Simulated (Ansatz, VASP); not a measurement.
**AlNi3: VASP beside Ansatz**

```
Al Ni
1.0
     0.00000   -2.79841   -2.79841
     0.00000    2.79841   -2.79841
     5.59682    0.00000    0.00000
Al Ni
2 6
Direct
  0.50012 0.47309 0.00001
  0.99987 0.02692 0.49998
  0.00014 0.52697 0.74947
  0.49985 0.97303 0.24953
  0.99996 0.02280 0.00000
  0.50006 0.47719 0.50000
  0.00006 0.52693 0.25052
  0.49995 0.97307 0.75048
```

Alike in both runs: functional PBEsol; k mesh 8 × 8 × 6; occupations gaussian, width 0.15 eV; no spin polarisation.

Ansatz relaxed the structure, and its values are those at the end. VASP's run is a single point on that final structure, the one shown.

|  | VASP | Ansatz |
| --- | --- | --- |
| version | VASP 6.6.1 | Ansatz 0.2.0 |
| potentials or method | VASP PAW PBE potentials, release 64 (Al, Ni), cutoff 520 eV | scalar-relativistic, plane waves, PAW |
| valence electrons in the cell | 66 | 114 |

|  | VASP | Ansatz | Ansatz less VASP |
| --- | --- | --- | --- |
| gap on the k mesh at the Fermi level (eV) | none | none | - |
| pressure (GPa) | 0.3 | 0.2 | -0.08 |
| rms of the force components (eV/Å) | 0.004 | 0.002 | -0.0029 |

VASP's potentials were made for PBE, not for PBEsol. A gap of «none» marks a metal or a gap that the smearing closes. The functional is the same, so the differences come from potentials, cutoffs and numerics. VASP's potentials hold 66 valence electrons a cell and Ansatz's 114, so a difference there can come from the potentials and not from the codes. Ansatz's warnings: stress scf threshold loose.
